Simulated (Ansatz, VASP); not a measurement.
## Al2BAs2: VASP beside Ansatz

```
CELL_PARAMETERS angstrom
-2.23471 2.23471 4.55874
2.23471 -2.23471 4.55874
2.23471 2.23471 -4.55874
ATOMIC_POSITIONS crystal
Al 0.79249 0.79249 0.00000
Al 0.20751 0.20751 0.00000
B 0.50000 0.50000 0.00000
As 0.75000 0.25000 0.50000
As 0.25000 0.75000 0.50000
```

Alike in both runs: task relaxation of cell and atoms; functional PBE; k mesh 6 × 6 × 6; occupations gaussian, width 0.1 eV; no spin polarisation.

|  | VASP | Ansatz |
| --- | --- | --- |
| version | VASP 6.6.1 | Ansatz 0.2.0 |
| potentials or method | VASP PAW PBE potentials, release 64 (Al, B, As), cutoff 600 eV | scalar-relativistic, plane waves, PAW |
| valence electrons in the cell | 19 | 39 |

VASP gave:

- gap on the k mesh at the Fermi level, each at its own relaxed structure (eV): none
- relaxed volume (Å³/atom): 18.49
- relaxed cell length with the largest relative difference (Å): 5.021

Q: Estimate Ansatz's values.

A: gap on the k mesh at the Fermi level, each at its own relaxed structure (eV): none; relaxed volume (Å³/atom): 18.52; relaxed cell length with the largest relative difference (Å): 5.024.

A gap of «none» marks a metal or a gap that the smearing closes. VASP's potentials hold 19 valence electrons a cell and Ansatz's 39, so a difference there can come from the potentials and not from the codes.
